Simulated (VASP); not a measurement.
A run of VASP 6.6.1 is set up as follows.

Contents of INCAR:

```
SYSTEM = SnPbO2
  ALGO = Normal
  EDIFF = 1E-6
  ENCUT = 520
  GGA = PE
  ISIF = 2
  ISMEAR = 0
  LASPH = .TRUE.
  LCHARG = .TRUE.
  LELF = .TRUE.
  LREAL = .FALSE.
  LVHAR = .TRUE.
  LWAVE = .FALSE.
  NBANDS = 50
  NELM = 80
  PREC = Accurate
  SIGMA = 0.15
```

Contents of KPOINTS:

```
k-points
0
G
  2 2 3
  0 0 0
```

POSCAR

```
SnPbO2
1.0
    5.6027450768      0.0000000000      0.0000000000
    0.0000000000      5.5904216219      0.0000000000
    0.0000000000      0.0000000000      5.1688666023
Sn Pb O
2 2 4
Direct
    0.7500000000      0.0000000000      0.7883000752
    0.2500000000      0.0000000000      0.2116999248
    0.7500000000      0.5000000000      0.2416129975
    0.2500000000      0.5000000000      0.7583870025
    0.5000000000      0.2412452100      0.0000000000
    0.0000000000      0.2412452100      0.0000000000
    0.0000000000      0.7587547900      0.0000000000
    0.5000000000      0.7587547900      0.0000000000
```

Potentials or basis: VASP PAW PBE potentials, release 64 (Sn_d, Pb_d, O).

Run with:

```console
$ cat potpaw_PBE.64/Sn_d/POTCAR potpaw_PBE.64/Pb_d/POTCAR potpaw_PBE.64/O/POTCAR > POTCAR
$ mpirun -np 1 vasp_std > vasp.out
```

(1) What does it give for the band gap on the k mesh?

(2) Estimate the pressure.

(3) What does it give for the largest force?

Results:

(1) 0.75 eV, direct.

(2) 0.6 GPa.

(3) 0.049 eV/Å.

Caveat: the k points lie up to 0.56 Å⁻¹ apart; spin-orbit coupling is left out, which moves the levels of the heavy elements.
